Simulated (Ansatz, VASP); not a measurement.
# Be3Nb2P4: VASP beside Ansatz

```
CELL_PARAMETERS angstrom
0.00000 4.11041 5.87063
2.32453 0.00000 5.87063
2.32453 4.11041 0.00000
ATOMIC_POSITIONS crystal
Be 0.50000 0.50000 0.00000
Be 0.00000 0.00000 0.00000
Be 0.00000 0.00000 0.50000
Nb 0.65592 0.65592 0.34408
Nb 0.34408 0.34408 0.65592
P 0.01081 0.68448 0.31552
P 0.68448 0.01081 0.98919
P 0.98919 0.31552 0.68448
P 0.31552 0.98919 0.01081
```

Change from the starting cell: species swapped into the Cs2Pt3Se4 type (Fmmm, No. 69).

Alike in both runs: task single point; functional PBE; k mesh 4 × 4 × 4; occupations gaussian, width 0.1 eV; collinear spin.

|  | VASP | Ansatz |
| --- | --- | --- |
| version | VASP 6.6.1 | Ansatz 0.2.0 |
| potentials or method | VASP PAW PBE potentials, release 64 (Be, Nb_sv, P), cutoff 520 eV | scalar-relativistic, plane waves, PAW |
| valence electrons in the cell | 52 | 52 |

|  | VASP | Ansatz | Ansatz less VASP |
| --- | --- | --- | --- |
| gap on the k mesh at the Fermi level (eV) | none | none | - |
| pressure (GPa) | 0.0 | 0.2 | +0.21 |
| traceless stress, the component that is largest in VASP (GPa) | -0.13 | -0.07 | +0.062 |
| rms of the force components (eV/Å) | 0.007 | 0.009 | +0.0018 |
| net moment per atom (μB) | 0.00 | 0.00 | 0.000 |

Atom by atom the forces differ by 0.004 eV/Å (rms over components). A gap of «none» marks a metal or a gap that the smearing closes. Ansatz's warnings: seeded moment not kept.

The k mesh is coarse, so the values compare programs but aren't converged.
